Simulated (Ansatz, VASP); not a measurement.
ZnS: VASP beside Ansatz

INCAR

```
PREC = Accurate
ENCUT = 520
EDIFF = 1E-6
ISMEAR = 0
SIGMA = 0.05
LREAL = F
LASPH = T
NELM = 60
ALGO = Normal
ISIF = 2
LWAVE = F
LCHARG = F
GGA = RE
NBANDS = 16
```

KPOINTS

```
Automatic mesh
0
Gamma
  8 8 8
```

File POSCAR:

```
ZnS
1.0
    0.0000000000      2.7464960023      2.7464960023
    2.7464960023      0.0000000000      2.7464960023
    2.7464960023      2.7464960023      0.0000000000
Zn S
1 1
Direct
    0.0000000000      0.0000000000      0.0000000000
    0.7500000000      0.7500000000      0.7500000000
```

Input for Ansatz:

```yaml
crystal:
  lattice:
    - [0.0, 2.7464960023, 2.7464960023]
    - [2.7464960023, 0.0, 2.7464960023]
    - [2.7464960023, 2.7464960023, 0.0]
  atoms:
    - { symbol: Zn, position: [0.0, 0.0, 0.0] }
    - { symbol: S, position: [0.75, 0.75, 0.75] }
basis:
  ecutwfc: 420
  ecutrho_ratio: 4
kpoints:
  mp_grid: { grid: [8, 8, 8] }
hamiltonian:
  xc: revpbe
scf:
  occupations: { method: gaussian, width: 0.05 }
output:
  forces: true
  stress: true
  eigenvalues: true
```

Alike in both runs: task single point; functional revPBE; k mesh 8 × 8 × 8; occupations gaussian, width 0.05 eV; no spin polarisation.

```csv
,VASP,Ansatz
version,VASP 6.6.1,Ansatz 0.2.0
potentials or method,"VASP PAW PBE potentials, release 64 (Zn, S), cutoff 520 eV","scalar-relativistic, plane waves, PAW"
valence electrons in the cell,18,18
```

VASP gave:

- gap on the k mesh at the Fermi level (eV): 2.03
- least direct gap on the mesh (eV): 2.03
- pressure (GPa): 0.1

**Question.** Which values does Ansatz return?

**Answer.** gap on the k mesh at the Fermi level (eV): 2.03; least direct gap on the mesh (eV): 2.03; pressure (GPa): 0.0.

VASP's potentials were made for PBE, not for revPBE.
